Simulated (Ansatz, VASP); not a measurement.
CaSe: VASP beside Ansatz

INCAR

```
SYSTEM = CaSe
ALGO = Normal ; EDIFF = 1E-7
ENCUT = 520 ; GGA = PE
ISIF = 2 ; ISMEAR = -1
LASPH = .True. ; LCHARG = .True.
LELF = .True. ; LREAL = .False.
LVHAR = .True. ; LWAVE = .False.
NBANDS = 15 ; NELM = 100
PREC = Accurate ; SIGMA = 0.08
```

The input KPOINTS:

```
k-points
0
Gamma
  12 12 12
  0 0 0
```

Contents of POSCAR:

```
CaSe
1.0
    0.0000000000      2.4407297489      2.4407297489
    2.4407297489      0.0000000000      2.4407297489
    2.4407297489      2.4407297489      0.0000000000
Ca Se
1 1
Direct
    0.0000000000      0.0000000000      0.0000000000
    0.5000000000      0.5000000000      0.5000000000
```

Input for Ansatz:

```yaml
crystal:
  lattice:
    - [0.0, 2.4407297489, 2.4407297489]
    - [2.4407297489, 0.0, 2.4407297489]
    - [2.4407297489, 2.4407297489, 0.0]
  atoms:
    - { symbol: Ca, position: [0.0, 0.0, 0.0] }
    - { symbol: Se, position: [0.5, 0.5, 0.5] }
kpoints:
  mp_grid: { grid: [12, 12, 12] }
scf:
  occupations: { method: fermi_dirac, width: 0.08 }
hamiltonian:
  xc: pbe
  pseudopotentials: { kind: all_electron, lapw: { basis_error: 0.001 } }
output:
  forces: true
  stress: true
  eigenvalues: true
  populations: true
```

Change from the starting cell: volume scaled by 0.55, LAPW.

Alike in both runs: task single point; functional PBE; k mesh 12 × 12 × 12; occupations fermi-dirac, width 0.08 eV; no spin polarisation.

|  | VASP | Ansatz |
| --- | --- | --- |
| version | VASP 6.6.1 | Ansatz 0.2.0 |
| potentials or method | VASP PAW PBE potentials, release 64 (Ca_sv, Se), cutoff 520 eV | all-electron LAPW, scalar-relativistic |

VASP gave:

```
pressure (GPa) : 95.7
```

Problem. Which values does Ansatz return?

Solution. Pressure (GPa): 94.4.

Both programs put the cell under a high pressure, so it lies far from rest at this level. Ansatz ran all-electron here, and VASP with PAW potentials.

Noted on VASP's run: the cell as given lies far from equilibrium.
